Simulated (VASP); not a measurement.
Set up this calculation in VASP 6.6.1, as the native input.

```
Task                   : single point
Functional             : PBE
Potentials or basis    : VASP PAW PBE potentials, release 64 (Os)
Cutoff                 : 520 eV
k mesh                 : 10 × 10 × 10
Occupations            : tetrahedron
Spin                   : no spin polarisation
Dipole correction      : no
Further INCAR settings : ALGO = Normal; EDIFF = 1e-07; NBANDS = 10
```

The structure of Os lies in POSCAR:

```
Os
1.0
    0.0000000000      1.9220413878      1.9220413878
    1.9220413878      0.0000000000      1.9220413878
    1.9220413878      1.9220413878      0.0000000000
Os
1
Direct
    0.0000000000      0.0000000000      0.0000000000
```

One way to write it, as run:

INCAR

```
SYSTEM = Os
PREC     = Accurate       ! precision mode
ENCUT    = 520            ! plane-wave cutoff, eV
EDIFF    = 1E-7           ! SCF threshold, eV
ISMEAR   = -4             ! smearing method
SIGMA    = 0.1            ! smearing width, eV
LREAL    = .FALSE.        ! projectors in reciprocal space
LASPH    = .TRUE.         ! aspherical terms in the spheres
NELM     = 100            ! most SCF steps
ALGO     = Normal         ! electronic algorithm
ISIF     = 2              ! what is computed and relaxed
LWAVE    = .FALSE.        ! write WAVECAR
LCHARG   = .FALSE.        ! write CHGCAR
GGA      = PE             ! functional
NBANDS   = 10             ! bands
```

KPOINTS

```
Automatic mesh
0
G
  10 10 10
  0 0 0
```

Potentials or basis: VASP PAW PBE potentials, release 64 (Os).

Run with:

```bash
$ cat potpaw_PBE.64/Os/POTCAR > POTCAR
$ mpirun -np 1 vasp_std > vasp.out
```

It gave:

```
Pressure               : 5.5 GPa
Band gap on the k mesh : zero (band 4 reaches 11.49 eV, above the bottom of band 5 at 7.60 eV)
```

Caveat: spin-orbit coupling is left out, which moves the levels of the heavy elements.

It took 11 s on 1 thread of AMD EPYC 7R13 (shared host), peak memory 0.1 GiB.
